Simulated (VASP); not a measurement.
Mg5Te2:

```
Mg Te
1.0
     5.12449    0.00000    0.00000
     0.00000    5.12449    0.00000
     0.00000    0.00000    6.10689
Mg Te
5 2
Direct
  0.73728 0.73728 0.00000
  0.26272 0.26272 0.00000
  0.26272 0.73728 0.00000
  0.73728 0.26272 0.00000
  0.50000 0.50000 0.50000
  0.50000 0.00000 0.50000
  0.00000 0.50000 0.50000
```

- Program: VASP 6.6.1
- Task: relaxation of cell and atoms
- Functional: PBE
- Potentials or basis: VASP PAW PBE potentials, release 64 (Mg, Te)
- Cutoff: 600 eV
- k mesh: 3 × 3 × 3
- Occupations: gaussian, width 0.2 eV
- Spin: no spin polarisation

At the start: pressure 13.8 GPa; volume 22.91 Å³/atom.

Q: Where does the relaxation end?

A: Over 8 steps the energy falls by 699.3 meV/atom and the volume is 25.67 Å³/atom (+12.0 %); space group P4/mmm (No. 123, to 0.05 Å).

The path:
```tsv
step	energy change (eV)	largest force (eV/Å)	pressure (GPa)	volume (Å³)
1	0.0000	1.8799	13.77	160.37
2	-3.1080	0.2040	-1.75	209.11
3	-3.0974	0.0142	-3.69	225.03
4	-3.1391	0.1021	-2.74	216.30
5	-3.8767	0.0241	-2.78	205.65
6	-4.6809	0.0701	3.08	169.29
7	-4.8923	0.0291	-0.24	181.67
8	-4.8948	0.0485	0.23	179.68
```

Final structure:
```cif
data_structure
_symmetry_space_group_name_H-M 'P 1'
_symmetry_Int_Tables_number 1
_cell_length_a 6.2174
_cell_length_b 6.2174
_cell_length_c 4.6482
_cell_angle_alpha 90.000
_cell_angle_beta 90.000
_cell_angle_gamma 90.000
_cell_volume 179.68
loop_
_atom_site_label
_atom_site_type_symbol
_atom_site_fract_x
_atom_site_fract_y
_atom_site_fract_z
_atom_site_occupancy
Mg1 Mg 0.75702 0.75702 0.00000 1
Mg2 Mg 0.24298 0.24298 0.00000 1
Mg3 Mg 0.24298 0.75702 0.00000 1
Mg4 Mg 0.75702 0.24298 0.00000 1
Mg5 Mg 0.50000 0.50000 0.50000 1
Te1 Te 0.50000 0.00000 0.50000 1
Te2 Te 0.00000 0.50000 0.50000 1
```

Caveat: the k points lie up to 0.45 Å⁻¹ apart in the final cell; the relaxation stopped at a loose force limit of 0.08 eV/Å, so its end isn't a converged minimum.
